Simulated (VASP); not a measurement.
Set up this calculation in VASP 6.6.1, as the native input.

* Task: single point
* Functional: PBEsol
* Potentials or basis: VASP PAW PBE potentials, release 64 (Nb_sv)
* Cutoff: 520 eV
* k mesh: 20 × 20 × 20
* Occupations: gaussian, width 0.15 eV
* Spin: no spin polarisation
* Dipole correction: no
* Further INCAR settings: ALGO = Fast; EDIFF = 1e-06; NBANDS = 12

The structure of Nb lies in POSCAR:

```
Nb
1.0
   -1.6389907500      1.6389907500      1.6140315000
    1.6389907500     -1.6389907500      1.6140315000
    1.6389907500      1.6389907500     -1.6140315000
Nb
1
Direct
    0.0000000000      0.0000000000      0.0000000000
```

This cell differs from its parent crystal: strain -0.015 along x and y, -0.030 along z.

The input as run:

INCAR

```
ALGO     = Fast           # electronic algorithm
EDIFF    = 1E-6           # SCF threshold, eV
ENCUT    = 520            # plane-wave cutoff, eV
GGA      = PS             # functional
ISIF     = 2              # what is computed and relaxed
ISMEAR   = 0              # smearing method
LASPH    = True           # aspherical terms in the spheres
LCHARG   = True           # write CHGCAR
LELF     = True           # ELF
LREAL    = False          # projectors in reciprocal space
LVHAR    = True         
LWAVE    = False          # write WAVECAR
NBANDS   = 12             # bands
NELM     = 60             # most SCF steps
PREC     = Accurate       # precision mode
SIGMA    = 0.15           # smearing width, eV
```

KPOINTS

```
k-points
0
Gamma
  20 20 20
```

Potentials or basis: VASP PAW PBE potentials, release 64 (Nb_sv).

Run with:

```console
$ cat potpaw_PBE.64/Nb_sv/POTCAR > POTCAR
$ mpirun -np 1 vasp_std > vasp.out
```

Results of the run:

```yaml
Pressure: 1.4 GPa
```

Caveat: the cell differs from its parent crystal (strain -0.015 along x and y, -0.030 along z); the PAW data sets were made with another functional, which shifts forces and pressure a little.

Run time: 3 min on 1 thread of AMD EPYC 9R45 96-Core Processor (Zen 5), on a shared host, peak memory 0.21 GiB.
